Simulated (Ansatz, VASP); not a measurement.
**Hf2O in VASP and in Ansatz**

The input INCAR:

```
SYSTEM = Hf2O
  ALGO = Normal
  EDIFF = 1E-6
  EDIFFG = -0.08
  ENCUT = 600
  GGA = PE
  IBRION = 2
  ISIF = 3
  ISMEAR = 0
  LASPH = .TRUE.
  LCHARG = .FALSE.
  LREAL = .FALSE.
  LWAVE = .FALSE.
  NELM = 100
  NSW = 36
  PREC = Accurate
  SIGMA = 0.2
```

Contents of KPOINTS:

```
k-points
0
G
  7 7 7
  0 0 0
```

File POSCAR:

```
Hf2O
1.0
   -1.7714454800      2.2222762700      2.9660381400
    1.7714454800     -2.2222762700      2.9660381400
    1.7714454800      2.2222762700     -2.9660381400
Hf O
2 1
Direct
    0.7606573900      0.7606573900      0.0000000000
    0.2393426100      0.2393426100      0.0000000000
    0.5000000000      0.5000000000      0.0000000000
```

Input for Ansatz:

```yaml
crystal:
  lattice:
    - [-1.77144548, 2.22227627, 2.96603814]
    - [1.77144548, -2.22227627, 2.96603814]
    - [1.77144548, 2.22227627, -2.96603814]
  atoms:
    - { symbol: Hf, position: [0.76065739, 0.76065739, 0.0] }
    - { symbol: Hf, position: [0.23934261, 0.23934261, 0.0] }
    - { symbol: O, position: [0.5, 0.5, 0.0] }
basis:
  ecutwfc: 420
kpoints:
  mp_grid: { grid: [7, 7, 7] }
hamiltonian:
  xc: pbe
scf:
  occupations: { method: gaussian, width: 0.2 }
  lower_state_search: "off"
output:
  forces: true
  stress: true
  eigenvalues: true
relax:
  adjacent_minimum: "off"
  f_tol: 0.08
  max_steps: 16
  cell: { stress_tol: 0.8 }
```

Alike in both runs: task relaxation of cell and atoms; functional PBE; k mesh 7 × 7 × 7; occupations gaussian, width 0.2 eV; no spin polarisation.

|  | VASP | Ansatz |
| --- | --- | --- |
| version | VASP 6.6.1 | Ansatz 0.2.0 |
| potentials or method | VASP PAW PBE potentials, release 64 (Hf_pv, O), cutoff 600 eV | scalar-relativistic, plane waves, PAW |
| valence electrons in the cell | 26 | 58 |

Ansatz gave:

```
gap on the k mesh at the Fermi level, each at its own relaxed structure (eV) : none
relaxed volume (Å³/atom)                                                     : 22.15
relaxed cell length with the largest relative difference (Å)                 : 4.963
```

What did VASP give for the same quantities?

gap on the k mesh at the Fermi level, each at its own relaxed structure (eV): none; relaxed volume (Å³/atom): 22.10; relaxed cell length with the largest relative difference (Å): 4.963.

A gap of «none» marks a metal or a gap that the smearing closes. VASP's potentials hold 26 valence electrons a cell and Ansatz's 58, so a difference there can come from the potentials and not from the codes.

Neither program's run includes spin-orbit coupling. Noted on VASP's run: the volume moved by over 15 % at a fixed basis, so the end points are rough.
